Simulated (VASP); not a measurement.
# C (Fd-3m) in VASP: notebook, part 2 of 2

VASP 6.6.1. Earlier steps stand in the parts before.

## (3) Single point, LDA

This run uses another cell than the first one, of 5.51 Å³/atom.

INCAR

```
SYSTEM = C
PREC     = Accurate       ! precision mode
ENCUT    = 1300           ! plane-wave cutoff, eV
EDIFF    = 1E-6           ! SCF threshold, eV
ISMEAR   = -1             ! smearing method
SIGMA    = 0.02           ! smearing width, eV
LREAL    = .FALSE.        ! projectors in reciprocal space
LASPH    = .TRUE.         ! aspherical terms in the spheres
NELM     = 120            ! most SCF steps
ALGO     = Normal         ! electronic algorithm
ISIF     = 2              ! what is computed and relaxed
LWAVE    = .FALSE.        ! write WAVECAR
LCHARG   = .FALSE.        ! write CHGCAR
GGA      = CA             ! functional
NBANDS   = 11             ! bands
GGA_COMPAT= .FALSE.
```

KPOINTS

```
Automatic mesh
0
G
  12 12 12
  0 0 0
```

POSCAR

```
C
1.0
    0.0000000000      1.7658723668      1.7658723668
    1.7658723668      0.0000000000      1.7658723668
    1.7658723668      1.7658723668      0.0000000000
C
2
Direct
    0.0000000000      0.0000000000      0.0000000000
    0.2500000000      0.2500000000      0.2500000000
```

Potentials or basis: VASP PAW LDA potentials, release 64 (C_h).

Started as:

```sh
cat potpaw_LDA.64/C_h/POTCAR > POTCAR
mpirun -np 1 vasp_std > vasp.out
```

OUTCAR:

```text
SYSTEM = C
   PREC = Accurate
   ENCUT = 1300
   EDIFF = 1E-6
   ISMEAR = -1
   LREAL = .FALSE.
   LASPH = .TRUE.
   NELM = 120
   ISIF = 2
   GGA = CA

 ion  position               nearest neighbor table
   1  0.000  0.000  0.000-
   2  0.250  0.250  0.250-

  LATTYP: Found a face centered cubic cell.
 ALAT       =     3.5317447336

  Lattice vectors:

 A1 = (   0.0000000000,   1.7658723668,   1.7658723668)
 A2 = (   1.7658723668,   0.0000000000,   1.7658723668)
 A3 = (   1.7658723668,   1.7658723668,   0.0000000000)

Analysis of symmetry for initial positions (statically):
=====================================================================
 Subroutine PRICEL returns:
 Original cell was already a primitive cell.

 Routine SETGRP: Setting up the symmetry group for a
 face centered cubic supercell.

 Subroutine GETGRP returns: Found 48 space group operations
 (whereof 24 operations were pure point group operations)
 out of a pool of 48 trial point group operations.

The static configuration has the point symmetry T_d .
 The point group associated with its full space group is O_h .

Analysis of symmetry for dynamics (positions and initial velocities):
=====================================================================
 Subroutine PRICEL returns:
 Original cell was already a primitive cell.

 Routine SETGRP: Setting up the symmetry group for a
 face centered cubic supercell.

 Subroutine GETGRP returns: Found 48 space group operations
 (whereof 24 operations were pure point group operations)
 out of a pool of 48 trial point group operations.

The dynamic configuration has the point symmetry T_d .
 The point group associated with its full space group is O_h .

 Subroutine INISYM returns: Found 48 space group operations
 (whereof 24 operations are pure point group operations),
 and found     1 'primitive' translations

----------------------------------------------------------------------------------------

                                     Primitive cell

  volume of cell :      11.0131

  direct lattice vectors                    reciprocal lattice vectors
     0.000000000  1.765872367  1.765872367    -0.283146171  0.283146171  0.283146171
     1.765872367  0.000000000  1.765872367     0.283146171 -0.283146171  0.283146171
     1.765872367  1.765872367  0.000000000     0.283146171  0.283146171 -0.283146171

  length of vectors
     2.497320651  2.497320651  2.497320651     0.490423555  0.490423555  0.490423555

  position of ions in fractional coordinates (direct lattice)
     0.000000000  0.000000000  0.000000000
     0.250000000  0.250000000  0.250000000

  ion indices of the primitive-cell ions
   primitive index   ion index
                 1           1
                 2           2

----------------------------------------------------------------------------------------

 KPOINTS: Automatic mesh

Automatic generation of k-mesh.
 Grid dimensions read from file:
 generate k-points for:   12   12   12

 Generating k-lattice:

  Cartesian coordinates                     Fractional coordinates (reciprocal lattice)
    -0.023595514  0.023595514  0.023595514     0.083333333  0.000000000  0.000000000
     0.023595514 -0.023595514  0.023595514     0.000000000  0.083333333  0.000000000
     0.023595514  0.023595514 -0.023595514     0.000000000  0.000000000  0.083333333

  Length of vectors
     0.040868630  0.040868630  0.040868630

  Shift w.r.t. Gamma in fractional coordinates (k-lattice)
     0.000000000  0.000000000  0.000000000

 Subroutine IBZKPT returns following result:
 ===========================================

 Found     72 irreducible k-points:

 Following reciprocal coordinates:
            Coordinates               Weight
  0.000000  0.000000  0.000000      1.000000
  0.083333  0.000000  0.000000      8.000000
  0.166667  0.000000  0.000000      8.000000
  0.250000  0.000000  0.000000      8.000000
  0.333333  0.000000  0.000000      8.000000
  0.416667  0.000000  0.000000      8.000000
[... 16 lines left out ...]
  0.500000  0.166667  0.000000     24.000000
 -0.416667  0.166667  0.000000     24.000000
 [... further k-points ...]
   k-points           NKPTS =     72   k-points in BZ     NKDIM =     72   number of bands    NBANDS=     11
   number of dos      NEDOS =    301   number of ions     NIONS =      2
   total plane-waves  NPLWV =  27000
   dimension x,y,z NGX =    30 NGY =   30 NGZ =   30
   dimension x,y,z NGXF=    60 NGYF=   60 NGZF=   60
   ions per type =               2
   NGX,Y,Z   is equivalent  to a cutoff of  19.97, 19.97, 19.97 a.u.
   NGXF,Y,Z  is equivalent  to a cutoff of  39.94, 39.94, 39.94 a.u.
 SYSTEM =  C
   PREC   = accura    normal or accurate (medium, high low for compatibility)
   ISTART =      0    job   : 0-new  1-cont  2-samecut
   ICHARG =      2    charge: 1-file 2-atom 10-const
   ISPIN  =      1    spin polarized calculation?
   LNONCOLLINEAR =      F non collinear calculations
   LSORBIT =      F    spin-orbit coupling
   LASPH  =      T    aspherical Exc in radial PAW
   ENCUT  = 1300.0 eV  95.55 Ry    9.77 a.u.   7.34  7.34  7.34*2*pi/ulx,y,z
   NELM   =    120;   NELMIN=  2; NELMDL= -5     # of ELM steps
   EDIFF  = 0.1E-05   stopping-criterion for ELM
   LREAL  =      F    real-space projection
   EDIFFG = 0.1E-04   stopping-criterion for IOM
   NSW    =      0    number of steps for IOM
   IBRION =     -1    ionic relax: 0-MD 1-quasi-New 2-CG
   NFREE  =      0    steps in history (QN), initial steepest desc. (CG)
   ISIF   =      2    stress and relaxation
   ISYM   =      2    0-nonsym 1-usesym 2-fastsym
   POTIM  = 0.5000    time-step for ionic-motion
   TEBEG  =    0.0;   TEEND  =   0.0 temperature during run
   PSTRESS=    0.0 pullay stress
   NELECT =       8.0000    total number of electrons
   NUPDOWN=      -1.0000    fix difference up-down
   EMIN   =  10.00;   EMAX   =-10.00  energy-range for DOS
   EFERMI =   0.00;   METHOD = LEGACY
   ISMEAR =    -1;   SIGMA  =   0.02  broadening in eV -4-tet -1-fermi 0-gaus
   EFERMI_NEDOS =   21; number of points for ismear=-14 and -15
   IALGO  =     38    algorithm
   IMIX   =      4    mixing-type and parameters
     AMIX     =   0.40;   BMIX     =  1.00
     AMIX_MAG =   1.60;   BMIX_MAG =  1.00
  volume/ion in A,a.u.               =       5.51        37.16
  Fermi-wavevector in a.u.,A,eV,Ry     =   1.471642  2.781000 29.466549  2.165730
  Thomas-Fermi vector in A             =   2.586753
   LORBIT       =      0    0 simple, 1 ext, 2 COOP (PROOUT), +10 PAW based schemes
   GGA     = CA    functional components
   LHFCALC =     F    Hartree Fock is set to
   AEXX    =    0.0000 exact exchange contribution
   IVDW    =     0    specifies the selected vdW correction
   LEPSILON=     F    determine dielectric tensor
   LRPA    =     F    only Hartree local field effects (RPA)
 non-spin polarized calculation
  energy-cutoff  :     1300.00
  volume of cell :       11.01
 maximum number of plane-waves:      1211
 NGX is ok and might be reduce to    30
   NGX = 15   NGY = 15   NGZ = 15

 number of electron       8.0000000 magnetization

 Free energy of the ion-electron system (eV)
  ---------------------------------------------------
  ext. energy  EPLUGINS =         0.00000000
  ---------------------------------------------------
  free energy    TOTEN  =       -20.26746951 eV

  energy without entropy =      -20.26746951  energy(sigma->0) =      -20.26746951

 E-fermi :  11.7874     XC(G=0): -13.7972

 val. band max:       11.3375427775   @ k =   0.0000   0.0000   0.0000
 cond. band min:      15.5365497694   @ k =   0.3333   0.3333   0.0000
 fundamental gap:      4.1990069919
 Fermi energy:        11.7874318158

 k-point     1 :       0.0000    0.0000    0.0000
  band No.  band energies     occupation
      1     -10.3803      2.00000
      2      11.3375      2.00000
      3      11.3375      2.00000
      4      11.3375      2.00000
      5      16.9641      0.00000
      6      16.9641      0.00000
      7      16.9641      0.00000
      8      25.5679      0.00000
      9      30.7357      0.00000
     10      38.2901      0.00000
     11      38.2901      0.00000
[... 309 lines left out ...]
 k-point    24 :      -0.4167    0.1667    0.0000
  band No.  band energies     occupation
      1      -3.9858      2.00000
      2      -1.4486      2.00000
      3       5.7812      2.00000
      4       7.6559      2.00000
      5      18.9352      0.00000
      6      21.6758      0.00000
      7      22.9823      0.00000
      8      26.9335      0.00000
      9      30.8387      0.00000
     10      35.7268      0.00000
     11      36.1486      0.00000

 [... further k-points ...]

------------------------ aborting loop because EDIFF is reached ----------------------------------------

  FORCE on cell =-STRESS in cart. coord.  units (eV):
  Direction    XX          YY          ZZ          XY          YZ          ZX
  --------------------------------------------------------------------------------------
  -------------------------------------------------------------------------------------
  Total        0.0628429      0.0628429      0.0628429      0.0000000      0.0000000     -0.0000000
  in kB        9.1423736      9.1423736      9.1423736      0.0000000      0.0000000     -0.0000000
  external PRESSURE =       9.1423736 kB  Pullay stress =       0.0000000 kB

 VOLUME and BASIS-vectors are now :
 -----------------------------------------------------------------------------
  energy-cutoff  :     1300.00
  volume of cell :       11.01
      direct lattice vectors                 reciprocal lattice vectors
     0.000000000  1.765872367  1.765872367    -0.283146171  0.283146171  0.283146171
     1.765872367  0.000000000  1.765872367     0.283146171 -0.283146171  0.283146171
     1.765872367  1.765872367  0.000000000     0.283146171  0.283146171 -0.283146171

 POSITION                                       TOTAL-FORCE (eV/Angst)
 -----------------------------------------------------------------------------------
      0.00000      0.00000      0.00000         0.000000      0.000000      0.000000
      0.88294      0.88294      0.88294        -0.000000     -0.000000     -0.000000
 -----------------------------------------------------------------------------------
    total drift:                                0.000000     -0.000000      0.000000

  FREE ENERGIE OF THE ION-ELECTRON SYSTEM (eV)
  ---------------------------------------------------
  free  energy   TOTEN  =       -20.2674695140 eV

  energy  without entropy=      -20.2674695140  energy(sigma->0) =      -20.26746951
```

It took 11 s on 1 thread of Intel Xeon 6975P-C (Granite Rapids), shared host; peak memory 0.15 GiB.

Results:

| Property | Result |
| --- | --- |
| Free energy | -20.2675 eV |
| Pressure | 0.9 GPa |
| Band gap on the k mesh | 4.20 eV (least direct gap 5.63 eV) |

Levels at points of the mesh, in eV from the valence-band top:
| k point | band 1 | band 2 | band 3 | band 4 | band 5 | band 6 | band 7 | band 8 |
| --- | --- | --- | --- | --- | --- | --- | --- | --- |
| (0.00, 0.00, 0.00) | -21.72 | 0.00 | 0.00 | 0.00 | 5.63 | 5.63 | 5.63 | 14.23 |
| (0.50, 0.00, 0.00) | -15.71 | -13.69 | -2.87 | -2.87 | 8.51 | 8.51 | 9.42 | 15.67 |
| (0.50, 0.50, 0.00) | -12.82 | -12.82 | -6.47 | -6.47 | 4.77 | 4.77 | 17.07 | 17.07 |
